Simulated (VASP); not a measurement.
**Ta2C: relaxation of shape and atoms at fixed volume with PBEsol**

The system is Ta2C.

```
CELL_PARAMETERS angstrom
3.03171 0.00000 0.00000
-1.51586 2.62554 0.00000
0.00000 0.00000 4.82189
ATOMIC_POSITIONS crystal
Ta 0.33333 0.66667 0.25457
Ta 0.66667 0.33333 0.74543
C 0.00000 0.00000 0.00000
```

This cell differs from its parent crystal: volume scaled by 0.94.

| Quantity | Value |
| --- | --- |
| Program | VASP 6.6.1 |
| Task | relaxation of shape and atoms at fixed volume |
| Functional | PBEsol |
| Potentials or basis | VASP PAW PBE potentials, release 64 (Ta_pv, C) |
| Cutoff | 600 eV |
| k mesh | 18 × 18 × 8 |
| Occupations | gaussian, width 0.1 eV |
| Spin | no spin polarisation |
| Dipole correction | no |
| Further INCAR settings | ALGO = Normal; EDIFF = 1e-06; IBRION = 2; EDIFFG = -0.01; NSW = 50; ISIF = 4 |

```yaml
Energy_gained_by_relaxing: 1.1 meV/atom
Ionic_steps: 3
Pressure_after_relaxing: 19.7 GPa
Band_gap_on_the_k_mesh: zero (band 13 reaches 7.57 eV, above the bottom of band 14 at 6.71 eV)
```

Stress tensor (GPa, compression positive):
```
19.72  0.00  0.00
 0.00 19.72  0.00
 0.00  0.00 19.64
```

The path:
```tsv
step	energy change (eV)	largest force (eV/Å)	pressure (GPa)	volume (Å³)
1	0.0000	0.3447	20.42	38.38
2	-0.0010	0.2831	19.19	38.38
3	-0.0032	0.0006	19.70	38.38
```

Final structure:
```cif
data_structure
_symmetry_space_group_name_H-M 'P 1'
_symmetry_Int_Tables_number 1
_cell_length_a 3.0309
_cell_length_b 3.0309
_cell_length_c 4.8244
_cell_angle_alpha 90.000
_cell_angle_beta 90.000
_cell_angle_gamma 120.000
_cell_volume 38.38
loop_
_atom_site_label
_atom_site_type_symbol
_atom_site_fract_x
_atom_site_fract_y
_atom_site_fract_z
_atom_site_occupancy
Ta1 Ta 0.33333 0.66667 0.25647 1
Ta2 Ta 0.66667 0.33333 0.74353 1
C1 C 0.00000 0.00000 0.00000 1
```

Levels at points of the mesh, in eV from the Fermi level:
```csv
k point,band 9,band 10,band 11,band 12,band 13,band 14,band 15,band 16,band 17
"(0.00, 0.00, 0.00)",-3.67,-3.67,-2.89,-0.03,0.53,0.53,1.24,1.24,2.44
"(0.50, 0.00, 0.00)",-4.54,-4.16,-4.10,-1.85,-0.10,3.48,3.79,5.17,5.69
"(0.00, 0.00, 0.50)",-3.97,-3.97,-2.12,-1.43,-0.33,-0.33,3.32,3.32,3.77
"(0.50, 0.00, 0.50)",-4.91,-3.63,-2.68,-1.09,-0.89,1.43,1.55,4.82,5.31
```

It took 8 min on 1 thread of Oxide Virtual Turin-like Processor, on a shared host, peak memory 0.29 GiB.

Caveat: the cell differs from its parent crystal (volume scaled by 0.94); the PAW data sets were made with another functional, which shifts forces and pressure a little; spin-orbit coupling is left out, which moves the levels of the heavy elements.
